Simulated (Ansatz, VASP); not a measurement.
**Two plane-wave programs on Mg5CdSe6**

File INCAR:

```
SYSTEM = Mg5CdSe6
ALGO = Normal
EDIFF = 1E-7
EDIFFG = -0.01
ENCUT = 600
GGA = PE
IBRION = 2
ISIF = 3
ISMEAR = 0
LASPH = .True.
LCHARG = .False.
LREAL = .False.
LWAVE = .False.
NELM = 100
NSW = 100
PREC = Accurate
SIGMA = 0.02
```

Contents of KPOINTS:

```
k-points
0
Gamma
  12 12 2
  0 0 0
```

POSCAR

```
Mg5CdSe6
1.0
    3.9236654000      0.0000000000      0.0000000000
   -1.9618327000      3.3979939000      0.0000000000
    0.0000000000      0.0000000000     19.2384152000
Mg Cd Se
5 1 6
Direct
    0.3333333000      0.6666667000      0.8293230000
    0.6666667000      0.3333333000      0.6646540000
    0.0000000000      0.0000000000      0.5000000000
    0.3333333000      0.6666667000      0.3353460000
    0.6666667000      0.3333333000      0.1706770000
    0.0000000000      0.0000000000      0.0000000000
    0.0000000000      0.0000000000      0.7469140000
    0.3333333000      0.6666667000      0.5823130000
    0.6666667000      0.3333333000      0.4176870000
    0.0000000000      0.0000000000      0.2530860000
    0.3333333000      0.6666667000      0.0890590000
    0.6666667000      0.3333333000      0.9109410000
```

Input for Ansatz:

```yaml
crystal:
  lattice:
    - [3.9236654, 0.0, 0.0]
    - [-1.9618327, 3.3979939, 0.0]
    - [0.0, 0.0, 19.2384152]
  atoms:
    - { symbol: Mg, position: [0.3333333, 0.6666667, 0.829323] }
    - { symbol: Mg, position: [0.6666667, 0.3333333, 0.664654] }
    - { symbol: Mg, position: [0.0, 0.0, 0.5] }
    - { symbol: Mg, position: [0.3333333, 0.6666667, 0.335346] }
    - { symbol: Mg, position: [0.6666667, 0.3333333, 0.170677] }
    - { symbol: Cd, position: [0.0, 0.0, 0.0] }
    - { symbol: Se, position: [0.0, 0.0, 0.746914] }
    - { symbol: Se, position: [0.3333333, 0.6666667, 0.582313] }
    - { symbol: Se, position: [0.6666667, 0.3333333, 0.417687] }
    - { symbol: Se, position: [0.0, 0.0, 0.253086] }
    - { symbol: Se, position: [0.3333333, 0.6666667, 0.089059] }
    - { symbol: Se, position: [0.6666667, 0.3333333, 0.910941] }
basis:
  ecutwfc: 420
kpoints:
  mp_grid: { grid: [12, 12, 2] }
hamiltonian:
  xc: pbe
scf:
  occupations: { method: gaussian, width: 0.02 }
output:
  forces: true
  stress: true
  eigenvalues: true
  write_density: true
  write_potential: true
  elf: true
  volumetric_format: npy
relax:
  adjacent_minimum: "off"
  f_tol: 0.01
  max_steps: 80
  cell: { stress_tol: 0.05 }
```

Alike in both runs: task relaxation of cell and atoms; functional PBE; k mesh 12 × 12 × 2; occupations gaussian, width 0.02 eV; no spin polarisation.

|  | VASP | Ansatz |
| --- | --- | --- |
| version | VASP 6.6.1 | Ansatz 0.2.0 |
| potentials or method | VASP PAW PBE potentials, release 64 (Mg, Cd, Se), cutoff 600 eV | scalar-relativistic, plane waves, PAW |
| valence electrons in the cell | 58 | 166 |

```tsv
	VASP	Ansatz	Ansatz less VASP
gap on the k mesh at the Fermi level, each at its own relaxed structure (eV)	1.09	1.10	+0.017
relaxed volume (Å³/atom)	21.35	21.37	+0.020
relaxed length of the cell vector where the two differ most in proportion (Å)	3.922	3.924	+0.0014
```

VASP's potentials hold 58 valence electrons a cell and Ansatz's 166, so a difference there can come from the potentials and not from the codes.
